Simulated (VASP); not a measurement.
# CuO (Tenorite) (Cc) in VASP: notebook

CuO (Tenorite) is run at these levels: r2SCAN; tasks: single point.

All numbers are computed with VASP 6.6.1; they aren't measurements. Logs are shortened: lines on timing, memory, paths and dates and some standing lists are left out, and cuts for length are marked.

**1. The cell of the first run**

The structure is monoclinic, space group Cc (No. 9). Conventional cell: a = 4.689 Å, b = 3.427 Å, c = 5.132 Å, α = 90.00°, β = 99.65°, γ = 90.00°. Cu (site symmetry 1) has 4 O at 1.91 to 2.02 Å within 2.5 Å. O (site symmetry 1) has 4 Cu at 1.91 to 2.02 Å within 2.5 Å.

**2. Single point, r2SCAN**

Input file POSCAR:

```
CuO
1.0
    2.3446500000     -1.7134000000      0.0000000000
    2.3446500000      1.7134000000      0.0000000000
   -0.8605543552      0.0000000000      5.0594363927
Cu O
2 2
Direct
    0.4968000000      0.0032000000      0.5000000000
    0.0032000000      0.4968000000      0.0000000000
    0.4056000000      0.5714000000      0.7537000000
    0.5714000000      0.4056000000      0.2537000000
```

Input file INCAR.step1:

```
PREC     = Accurate       # precision mode
ENCUT    = 520            # plane-wave cutoff, eV
ISMEAR   = -1             # smearing method
SIGMA    = 0.05           # smearing width, eV
LREAL    = F              # projectors in reciprocal space
LASPH    = T              # aspherical terms in the spheres
NELM     = 80             # most SCF steps
NBANDS   = 25             # bands
GGA      = PE             # functional
ALGO     = Normal         # electronic algorithm
EDIFF    = 1E-4           # SCF threshold, eV
LWAVE    = T              # write WAVECAR
LCHARG   = F              # write CHGCAR
```

Input file INCAR.step2:

```
PREC     = Accurate       # precision mode
ENCUT    = 520            # plane-wave cutoff, eV
EDIFF    = 1E-7           # SCF threshold, eV
ISMEAR   = -1             # smearing method
SIGMA    = 0.05           # smearing width, eV
LREAL    = F              # projectors in reciprocal space
LASPH    = T              # aspherical terms in the spheres
NELM     = 80             # most SCF steps
ALGO     = Normal         # electronic algorithm
ISIF     = 2              # what is computed and relaxed
LWAVE    = F              # write WAVECAR
LCHARG   = F              # write CHGCAR
METAGGA  = R2SCAN         # meta-GGA
LMIXTAU  = T            
NBANDS   = 25             # bands
ISTART   = 1
```

Input file KPOINTS:

```
Automatic mesh
0
Gamma
  10 10 5
```

Potentials or basis: VASP PAW PBE potentials, release 64 (Cu, O).

Command:

```bash
cat potpaw_PBE.64/Cu/POTCAR potpaw_PBE.64/O/POTCAR > POTCAR
cp INCAR.step1 INCAR
mpirun -np 1 vasp_std > vasp.out
cp INCAR.step2 INCAR
mpirun -np 1 vasp_std > vasp.out
```

OUTCAR:

```text
PREC = Accurate
   ENCUT = 520
   EDIFF = 1E-7
   ISMEAR = -1
   LREAL = F
   LASPH = T
   NELM = 80
   ISIF = 2
   METAGGA = R2SCAN
   ISTART = 1

 ion  position               nearest neighbor table
   1  0.497  0.003  0.500-   4 1.91   3 1.93   4 1.98   3 2.02
   2  0.003  0.497  0.000-   3 1.91   4 1.93   3 1.98   4 2.02
   3  0.406  0.571  0.754-   2 1.91   1 1.93   2 1.98   1 2.02
   4  0.571  0.406  0.254-   1 1.91   2 1.93   1 1.98   2 2.02

  LATTYP: Found a base centered monoclinic cell.
 ALAT       =     4.6893000000
 B/A-ratio  =     0.7307700510
 C/A-ratio  =     1.0944277397
 COS(beta)  =    -0.1676807457

  Lattice vectors:

 A1 = (   2.3446500000,  -1.7134000000,   0.0000000000)
 A2 = (   2.3446500000,   1.7134000000,   0.0000000000)
 A3 = (  -0.8605543552,   0.0000000000,   5.0594363927)

Analysis of symmetry for initial positions (statically):
=====================================================================
 Subroutine PRICEL returns:
 Original cell was already a primitive cell.

 Routine SETGRP: Setting up the symmetry group for a
 base centered monoclinic supercell.

 Subroutine GETGRP returns: Found  2 space group operations
 (whereof  1 operations were pure point group operations)
 out of a pool of  4 trial point group operations.

The static configuration has the point symmetry C_1 .
 The point group associated with its full space group is C_1h.

Analysis of symmetry for dynamics (positions and initial velocities):
=====================================================================
 Subroutine PRICEL returns:
 Original cell was already a primitive cell.

 Routine SETGRP: Setting up the symmetry group for a
 base centered monoclinic supercell.

 Subroutine GETGRP returns: Found  2 space group operations
 (whereof  1 operations were pure point group operations)
 out of a pool of  4 trial point group operations.

The dynamic configuration has the point symmetry C_1 .
 The point group associated with its full space group is C_1h.

 Subroutine INISYM returns: Found  2 space group operations
 (whereof  1 operations are pure point group operations),
 and found     1 'primitive' translations

----------------------------------------------------------------------------------------

                                     Primitive cell

  volume of cell :      40.6508

  direct lattice vectors                    reciprocal lattice vectors
     2.344650000 -1.713400000  0.000000000     0.213251445 -0.291817439  0.036271720
     2.344650000  1.713400000  0.000000000     0.213251445  0.291817439  0.036271720
    -0.860554355  0.000000000  5.059436393     0.000000000  0.000000000  0.197650474

  length of vectors
     2.903984019  2.903984019  5.132100000     0.363248171  0.363248171  0.197650474

  position of ions in fractional coordinates (direct lattice)
     0.496800000  0.003200000  0.500000000
     0.003200000  0.496800000  0.000000000
     0.405600000  0.571400000  0.753700000
     0.571400000  0.405600000  0.253700000

  ion indices of the primitive-cell ions
   primitive index   ion index
                 1           1
                 2           2
                 3           3
                 4           4

----------------------------------------------------------------------------------------

 KPOINTS: Automatic mesh

Automatic generation of k-mesh.
 Grid dimensions read from file:
 generate k-points for:   10   10    5

 Generating k-lattice:

  Cartesian coordinates                     Fractional coordinates (reciprocal lattice)
     0.021325144 -0.029181744  0.003627172     0.100000000  0.000000000 -0.000000000
     0.021325144  0.029181744  0.003627172     0.000000000  0.100000000 -0.000000000
     0.000000000  0.000000000  0.039530095     0.000000000  0.000000000  0.200000000

  Length of vectors
     0.036324817  0.036324817  0.039530095

  Shift w.r.t. Gamma in fractional coordinates (k-lattice)
     0.000000000  0.000000000  0.000000000

 Subroutine IBZKPT returns following result:
 ===========================================

 Found    141 irreducible k-points:

 Following reciprocal coordinates:
            Coordinates               Weight
  0.000000  0.000000  0.000000      1.000000
  0.100000  0.000000  0.000000      4.000000
  0.200000  0.000000  0.000000      4.000000
  0.300000  0.000000  0.000000      4.000000
  0.400000 -0.000000  0.000000      4.000000
  0.500000 -0.000000 -0.000000      2.000000
[... 16 lines left out ...]
  0.300000  0.300000  0.000000      2.000000
  0.400000  0.300000 -0.000000      4.000000
 [... further k-points ...]
   k-points           NKPTS =    141   k-points in BZ     NKDIM =    141   number of bands    NBANDS=     25
   number of dos      NEDOS =    301   number of ions     NIONS =      4
   total plane-waves  NPLWV =  23040
   dimension x,y,z NGX =    24 NGY =   24 NGZ =   40
   dimension x,y,z NGXF=    48 NGYF=   48 NGZF=   80
   ions per type =               2   2
   NGX,Y,Z   is equivalent  to a cutoff of  13.74, 13.74, 12.96 a.u.
   NGXF,Y,Z  is equivalent  to a cutoff of  27.48, 27.48, 25.91 a.u.
 SYSTEM =  unknown system
   PREC   = accura    normal or accurate (medium, high low for compatibility)
   ISTART =      1    job   : 0-new  1-cont  2-samecut
   ICHARG =      0    charge: 1-file 2-atom 10-const
   ISPIN  =      1    spin polarized calculation?
   LNONCOLLINEAR =      F non collinear calculations
   LSORBIT =      F    spin-orbit coupling
   LASPH  =      T    aspherical Exc in radial PAW
   ENCUT  =  520.0 eV  38.22 Ry    6.18 a.u.   5.40  5.40  9.54*2*pi/ulx,y,z
   NELM   =     80;   NELMIN=  2; NELMDL=  0     # of ELM steps
   EDIFF  = 0.1E-06   stopping-criterion for ELM
   LREAL  =      F    real-space projection
   EDIFFG = 0.1E-05   stopping-criterion for IOM
   NSW    =      0    number of steps for IOM
   IBRION =     -1    ionic relax: 0-MD 1-quasi-New 2-CG
   NFREE  =      0    steps in history (QN), initial steepest desc. (CG)
   ISIF   =      2    stress and relaxation
   ISYM   =      2    0-nonsym 1-usesym 2-fastsym
   POTIM  = 0.5000    time-step for ionic-motion
   TEBEG  =    0.0;   TEEND  =   0.0 temperature during run
   PSTRESS=    0.0 pullay stress
   NELECT =      34.0000    total number of electrons
   NUPDOWN=      -1.0000    fix difference up-down
   EMIN   =  10.00;   EMAX   =-10.00  energy-range for DOS
   EFERMI =   0.00;   METHOD = LEGACY
   ISMEAR =    -1;   SIGMA  =   0.05  broadening in eV -4-tet -1-fermi 0-gaus
   EFERMI_NEDOS =   21; number of points for ismear=-14 and -15
   IALGO  =     38    algorithm
   IMIX   =      4    mixing-type and parameters
     AMIX     =   0.40;   BMIX     =  1.00
     AMIX_MAG =   1.60;   BMIX_MAG =  1.00
  volume/ion in A,a.u.               =      10.16        68.58
  Fermi-wavevector in a.u.,A,eV,Ry     =   1.542451  2.914811 32.370388  2.379156
  Thomas-Fermi vector in A             =   2.648254
   LORBIT       =      0    0 simple, 1 ext, 2 COOP (PROOUT), +10 PAW based schemes
   METAGGA = R2SCAN    functional components
   LHFCALC =     F    Hartree Fock is set to
   AEXX    =    0.0000 exact exchange contribution
   IVDW    =     0    specifies the selected vdW correction
   LEPSILON=     F    determine dielectric tensor
   LRPA    =     F    only Hartree local field effects (RPA)
 non-spin polarized calculation
  energy-cutoff  :      520.00
  volume of cell :       40.65
 maximum number of plane-waves:      1129
 NGX is ok and might be reduce to    24
   NGX = 11   NGY = 11   NGZ = 19

 number of electron      33.9999999 magnetization

 Free energy of the ion-electron system (eV)
  ---------------------------------------------------
  ext. energy  EPLUGINS =         0.00000000
  ---------------------------------------------------
  free energy    TOTEN  =       -36.33343135 eV

  energy without entropy =      -36.31504474  energy(sigma->0) =      -36.32423804

 E-fermi :   5.4913     XC(G=0): -12.5996

 val. band max:        5.4896669204   @ k =  -0.2000   0.3000   0.4000
 cond. band min:       5.4970409087   @ k =   0.3000   0.2000   0.4000
 fundamental gap:      0.0073739883
 Fermi energy:         5.4912805393

 k-point     1 :       0.0000    0.0000    0.0000
  band No.  band energies     occupation
      1     -15.5644      2.00000
      2     -14.2947      2.00000
      3      -2.8543      2.00000
      4      -0.2526      2.00000
      5       0.1002      2.00000
      6       1.9157      2.00000
[... 17 lines left out ...]
     24      22.5710      0.00000
     25      22.9115      0.00000

 k-point     2 :       0.1000    0.0000    0.0000
  band No.  band energies     occupation
      1     -15.4997      2.00000
      2     -14.2736      2.00000
      3      -2.7453      2.00000
      4      -0.2718      2.00000
      5       0.0742      2.00000
      6       1.1936      2.00000
[... 17 lines left out ...]
     24      22.0748      0.00000
     25      23.1427      0.00000

 k-point     3 :       0.2000    0.0000    0.0000
  band No.  band energies     occupation
      1     -15.3246      2.00000
      2     -14.2181      2.00000
      3      -2.4538      2.00000
      4      -0.3457      2.00000
      5      -0.0377      2.00000
      6       0.1833      2.00000
[... 17 lines left out ...]
     24      21.2556      0.00000
     25      22.7269      0.00000

 k-point     4 :       0.3000    0.0000    0.0000
  band No.  band energies     occupation
      1     -15.0952      2.00000
      2     -14.1486      2.00000
      3      -2.0870      2.00000
      4      -0.9582      2.00000
      5      -0.4306      2.00000
      6       0.0837      2.00000
[... 17 lines left out ...]
     24      20.1297      0.00000
     25      22.3379      0.00000
[... 477 lines left out ...]
 k-point    22 :      -0.2000    0.2000    0.0000
  band No.  band energies     occupation
      1     -15.0428      2.00000
      2     -14.1239      2.00000
      3      -1.9916      2.00000
      4      -0.5166      2.00000
      5      -0.4253      2.00000
      6      -0.1334      2.00000
[... 17 lines left out ...]
     24      20.0563      0.00000
     25      20.2575      0.00000

 k-point    23 :       0.3000    0.3000    0.0000
  band No.  band energies     occupation
      1     -14.8046      2.00000
      2     -14.0971      2.00000
      3      -1.5192      2.00000
      4      -1.0462      2.00000
      5      -0.0603      2.00000
      6      -0.0221      2.00000
[... 17 lines left out ...]
     24      20.8798      0.00000
     25      21.0661      0.00000

 k-point    24 :       0.4000    0.3000   -0.0000
  band No.  band energies     occupation
      1     -14.6271      2.00000
      2     -14.0511      2.00000
      3      -1.5383      2.00000
      4      -1.2321      2.00000
      5      -0.2836      2.00000
      6      -0.0614      2.00000
[... 17 lines left out ...]
     24      19.6189      0.00000
     25      20.6730      0.00000

 [... further k-points ...]
[... 5 lines left out ...]
  --------------------------------------------------------------------------------------
  -------------------------------------------------------------------------------------
  Total       -0.1578053      0.2078828     -0.3213357      0.0000000      0.0000000     -0.3233917
  in kB       -6.2196117      8.1933270    -12.6648681      0.0000000      0.0000000    -12.7459015
  external PRESSURE =      -3.5637176 kB  Pullay stress =       0.0000000 kB

 VOLUME and BASIS-vectors are now :
 -----------------------------------------------------------------------------
  energy-cutoff  :      520.00
  volume of cell :       40.65
      direct lattice vectors                 reciprocal lattice vectors
     2.344650000 -1.713400000  0.000000000     0.213251445 -0.291817439  0.036271720
     2.344650000  1.713400000  0.000000000     0.213251445  0.291817439  0.036271720
    -0.860554355  0.000000000  5.059436393     0.000000000  0.000000000  0.197650474

 POSITION                                       TOTAL-FORCE (eV/Angst)
 -----------------------------------------------------------------------------------
      0.74205     -0.84573      2.52972        -0.634827     -0.349235      0.249828
      1.17233      0.84573      0.00000        -0.634827      0.349235      0.249828
      1.64212      0.28408      3.81330         0.634827     -0.290164     -0.249828
      2.07240     -0.28408      1.28358         0.634827      0.290164     -0.249828
 -----------------------------------------------------------------------------------
    total drift:                               -0.014794      0.000000     -0.001820

  FREE ENERGIE OF THE ION-ELECTRON SYSTEM (eV)
  ---------------------------------------------------
  free  energy   TOTEN  =       -36.3334313450 eV

  energy  without entropy=      -36.3150447418  energy(sigma->0) =      -36.32423804
```

Run time: 2.9 min. Hardware: 1 thread of Intel Xeon 6975P-C (Granite Rapids), shared host; peak memory 0.25 GiB.

What came out:

```
Free energy            : -36.3334 eV
Pressure               : -0.4 GPa
Largest force          : 0.766 eV/Å
Band gap on the k mesh : zero (band 17 reaches 5.75 eV, above the bottom of band 18 at 5.16 eV)
```

Forces on the atoms (eV/Å):
```
Cu  -0.635 -0.349  0.250
Cu  -0.635  0.349  0.250
O    0.635 -0.290 -0.250
O    0.635  0.290 -0.250
```

Caveat: the PAW data sets were made with another functional, which shifts forces and pressure a little; semilocal functionals often make such compounds metallic where correlation or magnetic order opens a gap, which also shifts bond lengths.

**3. Single point, r2SCAN**

This run uses another cell than the first one, of 10.37 Å³/atom, 1.020 times its volume.

Input file POSCAR:

```
CuO
1.0
    2.3601779360     -1.7247473506      0.0000000000
    2.3601779360      1.7247473506      0.0000000000
   -0.8662535568      0.0000000000      5.0929435705
Cu O
2 2
Direct
    0.4968000000      0.0032000000      0.5000000000
    0.0032000000      0.4968000000      0.0000000000
    0.4056000000      0.5714000000      0.7537000000
    0.5714000000      0.4056000000      0.2537000000
```

Input file INCAR.step1:

```
PREC     = Accurate       # precision mode
ENCUT    = 520            # plane-wave cutoff, eV
ISMEAR   = -1             # smearing method
SIGMA    = 0.05           # smearing width, eV
LREAL    = False          # projectors in reciprocal space
LASPH    = True           # aspherical terms in the spheres
NELM     = 60             # most SCF steps
NBANDS   = 25             # bands
GGA      = PE             # functional
ALGO     = Normal         # electronic algorithm
EDIFF    = 1E-4           # SCF threshold, eV
LWAVE    = True           # write WAVECAR
LCHARG   = False          # write CHGCAR
```

Input file INCAR.step2:

```
PREC     = Accurate       # precision mode
ENCUT    = 520            # plane-wave cutoff, eV
EDIFF    = 1E-6           # SCF threshold, eV
ISMEAR   = -1             # smearing method
SIGMA    = 0.05           # smearing width, eV
LREAL    = False          # projectors in reciprocal space
LASPH    = True           # aspherical terms in the spheres
NELM     = 60             # most SCF steps
ALGO     = Normal         # electronic algorithm
ISIF     = 2              # what is computed and relaxed
LWAVE    = False          # write WAVECAR
LCHARG   = True           # write CHGCAR
METAGGA  = R2SCAN         # meta-GGA
LMIXTAU  = True         
LELF     = True           # ELF
LVHAR    = True         
NBANDS   = 25             # bands
ISTART   = 1
```

Input file KPOINTS:

```
regular mesh
0
Gamma
  10 10 5
```

Potentials or basis: VASP PAW PBE potentials, release 64 (Cu, O).

Command:

```bash
cat potpaw_PBE.64/Cu/POTCAR potpaw_PBE.64/O/POTCAR > POTCAR
cp INCAR.step1 INCAR
mpirun -np 1 vasp_std > vasp.out
cp INCAR.step2 INCAR
mpirun -np 1 vasp_std > vasp.out
```

Run time: 2.5 min. Hardware: 1 thread of Intel Xeon 6975P-C (Granite Rapids), shared host; peak memory 0.25 GiB.

It converged, with:

```
Free energy            : -36.3237 eV
Pressure               : -3.8 GPa
Largest force          : 0.722 eV/Å
Band gap on the k mesh : zero (band 17 reaches 5.48 eV, above the bottom of band 18 at 4.89 eV)
```

Forces on the atoms (eV/Å):
```
Cu  -0.588 -0.321  0.229
Cu  -0.588  0.321  0.229
O    0.588 -0.350 -0.229
O    0.588  0.350 -0.229
```

Stress tensor (GPa, compression positive):
```
-4.22  0.00 -0.76
 0.00 -1.83  0.00
-0.76  0.00 -5.37
```

Levels at points of the mesh, in eV from the Fermi level:
```
           k point  band 14  band 15  band 16  band 17  band 18  band 19  band 20  band 21
(0.00, 0.00, 0.00)    -2.34    -2.25    -1.82     0.20     0.92     1.97     6.53     8.59
(0.50, 0.00, 0.00)    -1.73    -1.60    -1.52    -0.02     0.31     5.34     6.77     7.37
(0.50, 0.50, 0.00)    -2.22    -1.68    -1.36    -0.74     1.08     3.83     7.48     9.03
```

Caveat: the PAW data sets were made with another functional, which shifts forces and pressure a little; semilocal functionals often make such compounds metallic where correlation or magnetic order opens a gap, which also shifts bond lengths. With open d or f shells a metallic result of r2SCAN can be an artefact of self-interaction; +U or a hybrid may open a gap.
